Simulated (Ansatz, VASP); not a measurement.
# Two plane-wave programs on Ca2Al2O

```
Ca Al O
1.0
     6.38577    0.00000    0.00000
     0.00000    6.38577    0.00000
     0.00000    0.00000    4.19060
Ca Al O
2 2 1
Cartesian
  3.1929 3.1929 2.0953
  0.0000 0.0000 2.0953
  3.1929 0.0000 2.0953
  0.0000 3.1929 2.0953
  0.0000 0.0000 0.0000
```

Alike in both runs: task single point; functional PBE; k mesh 4 × 4 × 4; occupations gaussian, width 0.1 eV; collinear spin.

|  | VASP | Ansatz |
| --- | --- | --- |
| version | VASP 6.6.1 | Ansatz 0.2.0 |
| potentials or method | VASP PAW PBE potentials, release 64 (Ca_sv, Al, O), cutoff 520 eV | scalar-relativistic, plane waves, PAW |
| valence electrons in the cell | 32 | 32 |

|  | VASP | Ansatz | Ansatz less VASP |
| --- | --- | --- | --- |
| gap on the k mesh at the Fermi level (eV) | none | none | - |
| pressure (GPa) | 0.1 | 0.0 | -0.11 |
| traceless stress, the component that is largest in VASP (GPa) | 0.03 | -0.20 | -0.232 |
| net moment per atom (μB) | 0.00 | 0.00 | 0.000 |

A gap of «none» marks a metal or a gap that the smearing closes. The functional is the same, so the differences come from potentials, cutoffs and numerics. Ansatz's warnings: seeded moment not kept.

The k mesh is coarse, so the values compare programs but aren't converged.
